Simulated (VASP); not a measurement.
Runs of VASP 6.6.1 on Sc2Ru. The structure is that of space group Fm-3m (No. 225), or close to it. The cells are those of the table. 

```tsv
task	cell	k mesh	cutoff (eV)	gap on the mesh (eV)	pressure (GPa)	relaxed volume (Å³/atom)
single point	a = 4.487 Å, angles 60.0°, 3 atoms	12 × 12 × 12	520	none	0.2	-
single point	a = 4.488 Å, angles 60.0°, 3 atoms	6 × 6 × 6	520	none	0.2	-
single point	a = 4.149 Å, angles 60.0°, 3 atoms	6 × 6 × 6	520	none	33.6	-
relaxation of cell and atoms	relaxed from a = 4.488 Å, angles 60.0°, 3 atoms	12 × 12 × 12	600	none	0.0	21.34
relaxation of cell and atoms	relaxed from a = 4.149 Å, angles 60.0°, 3 atoms	6 × 6 × 6	600	none	-0.1	(a)
```

Alike in all rows: level PBE; potentials or basis VASP PAW PBE potentials, release 64 (Sc_sv, Ru_pv); no spin polarisation; smearing gaussian 0.1 eV.

Problem. Fill in the values left out.

Solution. (a) 21.39.

Caveats: the volume moved by over 15 % at a fixed basis, so the end points are rough (some runs).

A k mesh can miss the band edges, and the runs leave out spin-orbit coupling on Ru.

A gap of «none» marks levels without a gap at the run's occupations.
